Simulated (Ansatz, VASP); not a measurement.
## GaN: VASP beside Ansatz

```
Ga N
1.0
     6.36000    0.00000    0.00000
    -3.18000    5.50792    0.00000
     0.00000    0.00000    5.16600
Ga N
8 8
Direct
  0.16667 0.33333 0.00000
  0.33333 0.16667 0.50000
  0.16667 0.83333 0.00000
  0.33333 0.66667 0.50000
  0.66667 0.33333 0.00000
  0.83333 0.16667 0.50000
  0.66667 0.83333 0.00000
  0.83333 0.66667 0.50000
  0.16667 0.33333 0.37500
  0.33333 0.16667 0.87500
  0.16667 0.83333 0.37500
  0.33333 0.66667 0.87500
  0.66667 0.33333 0.37500
  0.83333 0.16667 0.87500
  0.66667 0.83333 0.37500
  0.83333 0.66667 0.87500
```

Alike in both runs: task single point; functional PBE; k mesh 3 × 3 × 2; occupations gaussian, width 0.02 eV; no spin polarisation.

|  | VASP | Ansatz |
| --- | --- | --- |
| version | VASP 6.6.1 | Ansatz 0.2.0 |
| potentials or method | VASP PAW PBE potentials, release 64 (Ga_d, N) | plane waves, PAW |
| plane-wave cutoff (eV) | 600 | 420 |
| valence electrons in the cell | 144 | 144 |

VASP gave:

* gap on the k mesh at the Fermi level (eV): 1.97

Question: Estimate Ansatz's values.

Answer: gap on the k mesh at the Fermi level (eV): 1.96.

With one functional, cell and mesh, what is left measures potentials, basis and numerics.

The k mesh is coarse, so the values compare programs but aren't converged.
